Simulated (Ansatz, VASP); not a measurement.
## Bi: VASP beside Ansatz

```xyz
2
Lattice="2.2806 1.3167 3.9671 -2.2806 1.3167 3.9671 0.0000 -2.6334 3.9671" Properties=species:S:1:pos:R:3 pbc="T T T"
Bi    0.0000    0.0000    2.7836
Bi    0.0000    0.0000    9.1178
```

Change from the starting cell: volume scaled by 1.01.

Alike in both runs: task single point; functional PBEsol; k mesh 10 × 10 × 10; occupations fermi-dirac, width 0.03 eV; no spin polarisation.

```csv
,VASP,Ansatz
version,VASP 6.6.1,Ansatz 0.2.0
potentials or method,"VASP PAW PBE potentials, release 64 (Bi_d), cutoff 520 eV","all-electron LAPW, scalar-relativistic"
```

|  | VASP | Ansatz | Ansatz less VASP |
| --- | --- | --- | --- |
| pressure (GPa) | -1.2 | -1.1 | +0.07 |
| traceless stress, the component that is largest in VASP (GPa) | 0.09 | 0.09 | -0.003 |
| rms of the force components (eV/Å) | 0.042 | 0.040 | -0.0028 |

VASP's potentials were made for PBE, not for PBEsol. Atom by atom the forces differ by 0.003 eV/Å (rms over components). Ansatz ran all-electron here, and VASP with PAW potentials.

Neither program's run includes spin-orbit coupling.
